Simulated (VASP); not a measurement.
A run of VASP 6.6.1 is set up as follows.

The input POSCAR:

```
SiO2
1.0
   -1.7092657690      1.7092657690      4.1172831789
    1.7092657690     -1.7092657690      4.1172831789
    1.7092657690      1.7092657690     -4.1172831789
Si O
2 4
Direct
    0.7500000000      0.2500000000      0.5000000000
    0.0000000000      0.0000000000      0.0000000000
    0.5409502156      0.0409502156      0.5000000000
    0.7909502156      0.7909502156      0.0000000000
    0.2090497844      0.2090497844      0.0000000000
    0.9590497844      0.4590497844      0.5000000000
```

File INCAR.step1:

```
SYSTEM = SiO2
PREC     = Accurate       ! precision mode
ENCUT    = 520            ! plane-wave cutoff, eV
ISMEAR   = 0              ! smearing method
SIGMA    = 0.01           ! smearing width, eV
LREAL    = .FALSE.        ! projectors in reciprocal space
LASPH    = .TRUE.         ! aspherical terms in the spheres
NELM     = 80             ! most SCF steps
NBANDS   = 25             ! bands
GGA      = PE             ! functional
ALGO     = Normal         ! electronic algorithm
EDIFF    = 1E-4           ! SCF threshold, eV
LWAVE    = .TRUE.         ! write WAVECAR
LCHARG   = .FALSE.        ! write CHGCAR
```

INCAR.step2

```
SYSTEM = SiO2
PREC     = Accurate       ! precision mode
ENCUT    = 520            ! plane-wave cutoff, eV
EDIFF    = 1E-6           ! SCF threshold, eV
ISMEAR   = 0              ! smearing method
SIGMA    = 0.01           ! smearing width, eV
LREAL    = .FALSE.        ! projectors in reciprocal space
LASPH    = .TRUE.         ! aspherical terms in the spheres
NELM     = 80             ! most SCF steps
ALGO     = Normal         ! electronic algorithm
ISIF     = 2              ! what is computed and relaxed
LWAVE    = .FALSE.        ! write WAVECAR
LCHARG   = .FALSE.        ! write CHGCAR
METAGGA  = R2SCAN         ! meta-GGA
LMIXTAU  = .TRUE.       
NBANDS   = 25             ! bands
ISTART   = 1
```

The input KPOINTS:

```
Automatic mesh
0
G
  8 8 8
  0 0 0
```

Potentials or basis: VASP PAW PBE potentials, release 64 (Si, O).

Command:

```bash
$ cat potpaw_PBE.64/Si/POTCAR potpaw_PBE.64/O/POTCAR > POTCAR
$ cp INCAR.step1 INCAR
$ mpirun -np 1 vasp_std > vasp.out
$ cp INCAR.step2 INCAR
$ mpirun -np 1 vasp_std > vasp.out
```

**Question.** Estimate the band gap on the k mesh.

**Answer.** 8.32 eV (least direct gap 9.15 eV).

**Question.** Predict the largest force.

**Answer.** 0.683 eV/Å.

**Question.** Predict the pressure.

**Answer.** 21.8 GPa.

Stress tensor (GPa, compression positive):
```
20.25  0.00  0.00
 0.00 20.25  0.00
 0.00  0.00 24.90
```

Caveat: the cell stands under pressure; the PAW data sets were made with another functional, which shifts forces and pressure a little. A k mesh can miss the band edges.
